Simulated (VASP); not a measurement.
# Fe (P6_3/mmc) in VASP: a series of runs, part 2 of 2

VASP 6.6.1. Earlier steps stand in the parts before.

## (3) Single point, LDA, collinear spin, ferromagnetic start

This run uses another cell than the first one, of 8.86 Å³/atom.

INCAR reads:

```
ALGO = Normal ; EDIFF = 1E-6
ENCUT = 520 ; GGA = CA
ISIF = 2 ; ISMEAR = -1
ISPIN = 2 ; LASPH = T
LCHARG = T ; LELF = T
LMAXMIX = 4 ; LORBIT = 11
LREAL = F ; LVHAR = T
LWAVE = F ; MAGMOM = 2.5 2.5
NBANDS = 19 ; NELM = 150
PREC = Accurate ; SIGMA = 0.05
```

KPOINTS reads:

```
k-points
0
Gamma
  18 18 10
```

POSCAR reads:

```
Fe
1.0
    2.3455880656      0.0000000000      0.0000000000
   -1.1727940328      2.0313388516      0.0000000000
    0.0000000000      0.0000000000      3.7173137570
Fe
2
Direct
    0.3333333333      0.6666666667      0.2500000000
    0.6666666667      0.3333333333      0.7500000000
```

Potentials or basis: VASP PAW LDA potentials, release 64 (Fe).

Launch:

```
> cat potpaw_LDA.64/Fe/POTCAR > POTCAR
> mpirun -np 1 vasp_std > vasp.out
```

OUTCAR:

```text
EDIFF = 1E-6
   ENCUT = 520
   GGA = CA
   ISIF = 2
   ISMEAR = -1
   ISPIN = 2
   LASPH = T
   LORBIT = 11
   LREAL = F
   NELM = 150
   PREC = Accurate

 ion  position               nearest neighbor table
   1  0.333  0.667  0.250-   2 2.30   2 2.30   2 2.30   2 2.30   2 2.30   2 2.30
   2  0.667  0.333  0.750-   1 2.30   1 2.30   1 2.30   1 2.30   1 2.30   1 2.30

  LATTYP: Found a hexagonal cell.
 ALAT       =     2.3455880656
 C/A-ratio  =     1.5848109954

  Lattice vectors:

 A1 = (   2.3455880656,   0.0000000000,   0.0000000000)
 A2 = (  -1.1727940328,   2.0313388516,   0.0000000000)
 A3 = (   0.0000000000,   0.0000000000,   3.7173137570)

Analysis of symmetry for initial positions (statically):
=====================================================================
 Subroutine PRICEL returns:
 Original cell was already a primitive cell.

 Routine SETGRP: Setting up the symmetry group for a
 hexagonal supercell.

 Subroutine GETGRP returns: Found 24 space group operations
 (whereof 12 operations were pure point group operations)
 out of a pool of 24 trial point group operations.

The static configuration has the point symmetry D_3d.
 The point group associated with its full space group is D_6h.

Analysis of symmetry for dynamics (positions and initial velocities):
=====================================================================
 Subroutine PRICEL returns:
 Original cell was already a primitive cell.

 Routine SETGRP: Setting up the symmetry group for a
 hexagonal supercell.

 Subroutine GETGRP returns: Found 24 space group operations
 (whereof 12 operations were pure point group operations)
 out of a pool of 24 trial point group operations.

The dynamic configuration has the point symmetry D_3d.
 The point group associated with its full space group is D_6h.

Analysis of structural, dynamic, and magnetic symmetry:
=====================================================================
 Subroutine PRICEL returns:
 Original cell was already a primitive cell.

 Routine SETGRP: Setting up the symmetry group for a
 hexagonal supercell.

 Subroutine GETGRP returns: Found 24 space group operations
 (whereof 12 operations were pure point group operations)
 out of a pool of 24 trial point group operations.

The overall configuration has the point symmetry D_3d.
 The point group associated with its full space group is D_6h.

 Subroutine INISYM returns: Found 24 space group operations
 (whereof 12 operations are pure point group operations),
 and found     1 'primitive' translations

----------------------------------------------------------------------------------------

                                     Primitive cell

  volume of cell :      17.7118

  direct lattice vectors                    reciprocal lattice vectors
     2.345588066  0.000000000  0.000000000     0.426332319  0.246143079  0.000000000
    -1.172794033  2.031338852  0.000000000     0.000000000  0.492286159  0.000000000
     0.000000000  0.000000000  3.717313757     0.000000000  0.000000000  0.269011460

  length of vectors
     2.345588066  2.345588066  3.717313757     0.492286159  0.492286159  0.269011460

  position of ions in fractional coordinates (direct lattice)
     0.333333333  0.666666667  0.250000000
     0.666666667  0.333333333  0.750000000

[... 70 lines left out ...]
   ISPIN  =      2    spin polarized calculation?
   LNONCOLLINEAR =      F non collinear calculations
   LSORBIT =      F    spin-orbit coupling
   LASPH  =      T    aspherical Exc in radial PAW
   ENCUT  =  520.0 eV  38.22 Ry    6.18 a.u.   4.36  4.36  6.91*2*pi/ulx,y,z
   NELM   =    150;   NELMIN=  2; NELMDL= -5     # of ELM steps
   EDIFF  = 0.1E-05   stopping-criterion for ELM
   LREAL  =      F    real-space projection
   EDIFFG = 0.1E-04   stopping-criterion for IOM
   NSW    =      0    number of steps for IOM
   IBRION =     -1    ionic relax: 0-MD 1-quasi-New 2-CG
   NFREE  =      0    steps in history (QN), initial steepest desc. (CG)
   ISIF   =      2    stress and relaxation
   ISYM   =      2    0-nonsym 1-usesym 2-fastsym
   POTIM  = 0.5000    time-step for ionic-motion
   TEBEG  =    0.0;   TEEND  =   0.0 temperature during run
   PSTRESS=    0.0 pullay stress
   NELECT =      16.0000    total number of electrons
   NUPDOWN=      -1.0000    fix difference up-down
   EMIN   =  10.00;   EMAX   =-10.00  energy-range for DOS
   EFERMI =   0.00;   METHOD = LEGACY
   ISMEAR =    -1;   SIGMA  =   0.05  broadening in eV -4-tet -1-fermi 0-gaus
   EFERMI_NEDOS =   21; number of points for ismear=-14 and -15
   IALGO  =     38    algorithm
   IMIX   =      4    mixing-type and parameters
     AMIX     =   0.40;   BMIX     =  1.00
     AMIX_MAG =   1.60;   BMIX_MAG =  1.00
  volume/ion in A,a.u.               =       8.86        59.76
  Fermi-wavevector in a.u.,A,eV,Ry     =   1.582561  2.990606 34.075769  2.504498
  Thomas-Fermi vector in A             =   2.682465
   LORBIT       =     11    0 simple, 1 ext, 2 COOP (PROOUT), +10 PAW based schemes
   GGA     = CA    functional components
   LHFCALC =     F    Hartree Fock is set to
   AEXX    =    0.0000 exact exchange contribution
   IVDW    =     0    specifies the selected vdW correction
   LEPSILON=     F    determine dielectric tensor
   LRPA    =     F    only Hartree local field effects (RPA)
 spin polarized calculation
  energy-cutoff  :      520.00
  volume of cell :       17.71
 maximum number of plane-waves:       494
 NGX is ok and might be reduce to    18

 number of electron      16.0000002 magnetization      -0.0301423

 number of electron      16.0000002 magnetization       0.0007956

 Free energy of the ion-electron system (eV)
  ---------------------------------------------------
  ext. energy  EPLUGINS =         0.00000000
  ---------------------------------------------------
  free energy    TOTEN  =       -18.70853182 eV

  energy without entropy =      -18.68900840  energy(sigma->0) =      -18.69877011

 E-fermi :   8.5028     XC(G=0): -14.9055

 val. band max:        8.5022796206   @ k =   0.3889   0.2222   0.3000
 cond. band min:       8.5035661170   @ k =   0.3333   0.1667   0.3000
 fundamental gap:      0.0012864964
 Fermi energy:         8.5027632259

 spin component 1

 k-point     1 :       0.0000    0.0000    0.0000
  band No.  band energies     occupation
      1      -1.1635      1.00000
      2       2.6526      1.00000
      3       6.4570      1.00000
      4       6.4570      1.00000
      5       6.5995      1.00000
      6       7.0361      1.00000
[... 517 lines left out ...]
     18      31.6416      0.00000
     19      35.4326      0.00000

 [... further k-points ...]

 spin component 2

 k-point     1 :       0.0000    0.0000    0.0000
  band No.  band energies     occupation
      1      -1.1634      1.00000
      2       2.6528      1.00000
      3       6.4573      1.00000
      4       6.4573      1.00000
      5       6.5998      1.00000
      6       7.0364      1.00000
[... 517 lines left out ...]
     18      31.6417      0.00000
     19      35.4328      0.00000

 [... further k-points ...]

------------------------ aborting loop because EDIFF is reached ----------------------------------------

  FORCE on cell =-STRESS in cart. coord.  units (eV):
  Direction    XX          YY          ZZ          XY          YZ          ZX
  --------------------------------------------------------------------------------------
  -------------------------------------------------------------------------------------
  Total        3.4078517      3.4078517      3.3964543     -0.0000000      0.0000000      0.0000000
  in kB      308.2676402    308.2676402    307.2366527     -0.0000000      0.0000000      0.0000000
  external PRESSURE =     307.9239777 kB  Pullay stress =       0.0000000 kB

 VOLUME and BASIS-vectors are now :
 -----------------------------------------------------------------------------
  energy-cutoff  :      520.00
  volume of cell :       17.71
      direct lattice vectors                 reciprocal lattice vectors
     2.345588066  0.000000000  0.000000000     0.426332319  0.246143079  0.000000000
    -1.172794033  2.031338852  0.000000000     0.000000000  0.492286159  0.000000000
     0.000000000  0.000000000  3.717313757     0.000000000  0.000000000  0.269011460

 POSITION                                       TOTAL-FORCE (eV/Angst)
 -----------------------------------------------------------------------------------
     -0.00000      1.35423      0.92933         0.000000     -0.000000      0.000000
      1.17279      0.67711      2.78799        -0.000000      0.000000      0.000000
 -----------------------------------------------------------------------------------
    total drift:                                0.000000     -0.000000     -0.000000

  FREE ENERGIE OF THE ION-ELECTRON SYSTEM (eV)
  ---------------------------------------------------
  free  energy   TOTEN  =       -18.7085318239 eV

  energy  without entropy=      -18.6890084020  energy(sigma->0) =      -18.69877011

 total charge

# of ion       s       p       d       tot
------------------------------------------
    1        0.613   0.789   6.520   7.922
    2        0.613   0.789   6.520   7.922
--------------------------------------------------
tot          1.225   1.578  13.041  15.844

 magnetization (x)

# of ion       s       p       d       tot
------------------------------------------
    1       -0.000  -0.000   0.000   0.000
    2       -0.000  -0.000   0.000   0.000
--------------------------------------------------
tot         -0.000  -0.000   0.000   0.000
```

OSZICAR:

```text
N       E                     dE             d eps       ncg     rms          rms(c)
DAV:   1     0.761826337160E+02    0.76183E+02   -0.70166E+03 18080   0.118E+03
DAV:   2    -0.163297408803E+02   -0.92512E+02   -0.81527E+02 16992   0.212E+02
DAV:   3    -0.201587634304E+02   -0.38290E+01   -0.36346E+01 18681   0.547E+01
DAV:   4    -0.201896086712E+02   -0.30845E-01   -0.30820E-01 18684   0.470E+00
DAV:   5    -0.201899375041E+02   -0.32883E-03   -0.32882E-03 19121   0.451E-01    0.242E+01
DAV:   6    -0.188051786749E+02    0.13848E+01   -0.49264E+00 18330   0.543E+01    0.191E+00
DAV:   7    -0.187537530352E+02    0.51426E-01   -0.32035E-01 21107   0.954E+00    0.220E+00
DAV:   8    -0.187278004181E+02    0.25953E-01   -0.31733E-03 22663   0.805E-01    0.843E-01
DAV:   9    -0.187144425754E+02    0.13358E-01   -0.85106E-04 23367   0.424E-01    0.460E-01
DAV:  10    -0.187085492904E+02    0.58933E-02   -0.12024E-03 22761   0.425E-01    0.125E-01
DAV:  11    -0.187085373567E+02    0.11934E-04   -0.50610E-05 23408   0.998E-02    0.414E-02
DAV:  12    -0.187085333561E+02    0.40006E-05   -0.26173E-06 18850   0.169E-02    0.112E-02
DAV:  13    -0.187085316616E+02    0.16945E-05   -0.33186E-07  9973   0.907E-03    0.709E-03
DAV:  14    -0.187085318239E+02   -0.16228E-06   -0.95437E-08  9240   0.499E-03
   1 F= -.18708532E+02 E0= -.18698770E+02  d E =-.195234E-01  mag=     0.0001
```

Run time: 3.6 min. Hardware: 1 thread of Intel Xeon 8259CL, shared host; peak memory 0.21 GiB.

What came out:

| Property | Result |
| --- | --- |
| Free energy | -18.7085 eV |
| Pressure | 30.8 GPa |
| Band gap on the k mesh | zero (filled and empty bands overlap) |
| Net moment | 0.00 μB per cell |
| Valence electrons inside the program's atomic spheres | Fe 7.92 |

Caveat: the cell stands under pressure.

## (4) Single point, LDA, collinear spin, ferromagnetic start

This run uses another cell than the first one: it holds 4 atoms, not 2.

INCAR reads:

```
SYSTEM = Fe
  PREC = Accurate
  ENCUT = 520
  EDIFF = 1E-7
  ISMEAR = -1
  SIGMA = 0.05
  LREAL = .False.
  LASPH = .True.
  NELM = 150
  ALGO = Normal
  ISIF = 2
  LWAVE = .False.
  LCHARG = .False.
  ISPIN = 2
  MAGMOM = 2.5 2.5 2.5 2.5
  LORBIT = 11
  LMAXMIX = 4
  GGA = CA
  NBANDS = 28
```

KPOINTS reads:

```
Automatic mesh
0
Gamma
  15 15 4
  0 0 0
```

POSCAR reads:

```
Fe
1.0
    2.3345212184      0.0000000000      0.0000000000
   -1.1672606092      2.0217546808      0.0000000000
    0.0000000000      0.0000000000      7.5315531497
Fe
4
Direct
    0.0000000000      0.0000000000      0.0000000000
    0.0000000000      0.0000000000      0.5000000000
    0.3333333333      0.6666666667      0.2500000000
    0.6666666667      0.3333333333      0.7500000000
```

Launch:

```
> cat potpaw_LDA.64/Fe/POTCAR > POTCAR
> mpirun -np 1 vasp_std > vasp.out
```

Run time: 5.3 min. Hardware: 1 thread of Intel Xeon 8259CL, shared host; peak memory 0.22 GiB.

The run converged. Its results:

```
Free energy                                           : -37.1818 eV
Pressure                                              : 30.7 GPa
Band gap on the k mesh                                : zero (filled and empty bands overlap)
Net moment                                            : 0.00 μB per cell
Valence electrons inside the program's atomic spheres : Fe 7.91
```

Stress tensor (GPa, compression positive):
```
30.68  0.00  0.00
 0.00 30.68  0.00
 0.00  0.00 30.59
```

Levels at points of the mesh, in eV from the Fermi level:
Spin up:
```csv
k point,band 12,band 13,band 14,band 15,band 16,band 17,band 18,band 19,band 20,band 21
"(0.00, 0.00, 0.00)",-1.73,-1.73,-1.65,-1.65,-0.57,-0.57,-0.02,-0.02,0.43,0.43
"(0.00, 0.00, 0.50)",-1.88,-1.88,-1.88,-1.28,-1.28,-0.27,-0.27,-0.27,-0.27,0.80
```
Spin down:
```tsv
k point	band 12	band 13	band 14	band 15	band 16	band 17	band 18	band 19	band 20	band 21
(0.00, 0.00, 0.00)	-1.73	-1.73	-1.65	-1.65	-0.57	-0.57	-0.02	-0.02	0.43	0.43
(0.00, 0.00, 0.50)	-1.88	-1.88	-1.88	-1.28	-1.28	-0.27	-0.27	-0.27	-0.27	0.80
```

Caveat: the cell stands under pressure.
